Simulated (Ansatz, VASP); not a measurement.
One calculation of Be2Ge, two programs

The input INCAR:

```
SYSTEM = Be2Ge
PREC = Accurate ; ENCUT = 600
EDIFF = 1E-7 ; ISMEAR = -1
SIGMA = 0.15 ; LREAL = .False.
LASPH = .True. ; NELM = 60
ALGO = Normal ; ISIF = 3
LWAVE = .False. ; LCHARG = .False.
GGA = PE ; IBRION = 2
NSW = 80 ; EDIFFG = -0.001
```

Contents of KPOINTS:

```
Automatic mesh
0
Gamma
  14 14 14
  0 0 0
```

File POSCAR:

```
Be2Ge
1.0
    0.0000000000      2.6854926971      2.6854926971
    2.6854926971      0.0000000000      2.6854926971
    2.6854926971      2.6854926971      0.0000000000
Be Ge
2 1
Direct
    0.7500000000      0.7500000000      0.7500000000
    0.2500000000      0.2500000000      0.2500000000
    0.0000000000      0.0000000000      0.0000000000
```

Input for Ansatz:

```yaml
crystal:
  lattice:
    - [0.0, 2.6854926971, 2.6854926971]
    - [2.6854926971, 0.0, 2.6854926971]
    - [2.6854926971, 2.6854926971, 0.0]
  atoms:
    - { symbol: Be, position: [0.75, 0.75, 0.75] }
    - { symbol: Be, position: [0.25, 0.25, 0.25] }
    - { symbol: Ge, position: [0.0, 0.0, 0.0] }
basis:
  ecutwfc: 420
kpoints:
  mp_grid: { grid: [14, 14, 14] }
hamiltonian:
  xc: pbe
scf:
  occupations: { method: fermi_dirac, width: 0.15 }
output:
  forces: true
  stress: true
  eigenvalues: true
relax:
  adjacent_minimum: "off"
  f_tol: 0.001
  max_steps: 60
  cell: { stress_tol: 0.01 }
```

Alike in both runs: task relaxation of cell and atoms; functional PBE; k mesh 14 × 14 × 14; occupations fermi-dirac, width 0.15 eV; no spin polarisation.

|  | VASP | Ansatz |
| --- | --- | --- |
| version | VASP 6.6.1 | Ansatz 0.2.0 |
| potentials or method | VASP PAW PBE potentials, release 64 (Be, Ge_d), cutoff 600 eV | scalar-relativistic, plane waves, PAW |
| valence electrons in the cell | 18 | 18 |

|  | VASP | Ansatz | Ansatz less VASP |
| --- | --- | --- | --- |
| gap on the k mesh at the Fermi level, each at its own relaxed structure (eV) | none | none | - |
| relaxed volume (Å³/atom) | 12.94 | 12.92 | -0.013 |
| relaxed cell length with the largest relative difference (Å) | 3.800 | 3.799 | -0.0013 |

A gap of «none» marks a metal or a gap that the smearing closes.
